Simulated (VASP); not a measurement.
PbO:

```
CELL_PARAMETERS angstrom
3.56787 0.00000 0.00000
-1.78394 3.08987 0.00000
0.00000 0.00000 3.29511
ATOMIC_POSITIONS crystal
Pb 0.00000 0.00000 0.00000
O 0.66667 0.33333 0.50000
```

Base run:

| Item | Value |
| --- | --- |
| Program | VASP 6.6.1 |
| Functional | PBEsol |
| Potentials or basis | VASP PAW PBE potentials, release 64 (Pb_d, O) |
| Cutoff | 520 eV |
| k mesh | 12 × 12 × 10 |
| Occupations | gaussian, width 0.05 eV |
| Spin | no spin polarisation |

Its results: band gap on the k mesh zero (bands 10 and 11 overlap by 0.08 eV); pressure -4.5 GPa.

The run is repeated on the same cell with these changes: functional from PBEsol to PBE. What comes out?

Band gap on the k mesh zero (bands 10 and 11 overlap by 0.02 eV); pressure -0.1 GPa.

PBE binds less tightly than PBEsol, so the same cell stands under more pressure.

Caveats: semilocal functionals underestimate gaps, and a narrow one can read as zero; spin-orbit coupling is left out, which moves the levels of the heavy elements; the cell stands under tension (at least some runs); the PAW data sets were made with another functional, which shifts forces and pressure a little (at least some runs).
